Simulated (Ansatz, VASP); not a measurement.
# HgH3 in VASP and in Ansatz

```xyz
4
Lattice="2.8409 0.0000 0.0000 -1.4204 2.4603 0.0000 0.0000 0.0000 6.1125" Properties=species:S:1:pos:R:3 pbc="T T T"
Hg    0.0000    0.0000    0.0000
H     2.0634    0.4489    3.0563
H     1.4204    1.5626    3.0563
H     0.7775    0.4489    3.0563
```

Alike in both runs: functional PBE; k mesh 18 × 18 × 10; occupations gaussian, width 0.1 eV; no spin polarisation.

Ansatz relaxed the structure, and its values are those at the end. VASP's run is a single point on that final structure, the one shown.

|  | VASP | Ansatz |
| --- | --- | --- |
| version | VASP 6.6.1 | Ansatz 0.2.0 |
| potentials or method | VASP PAW PBE potentials, release 64 (Hg, H), cutoff 520 eV | scalar-relativistic, plane waves, PAW |
| valence electrons in the cell | 15 | 23 |

|  | VASP | Ansatz | Ansatz less VASP |
| --- | --- | --- | --- |
| gap on the k mesh at the Fermi level (eV) | none | none | - |
| pressure (GPa) | 0.3 | 0.0 | -0.25 |
| rms of the force components (eV/Å) | 0.004 | 0.000 | -0.0042 |

A gap of «none» marks a metal or a gap that the smearing closes. VASP's potentials hold 15 valence electrons a cell and Ansatz's 23, so a difference there can come from the potentials and not from the codes.

Neither program's run includes spin-orbit coupling.
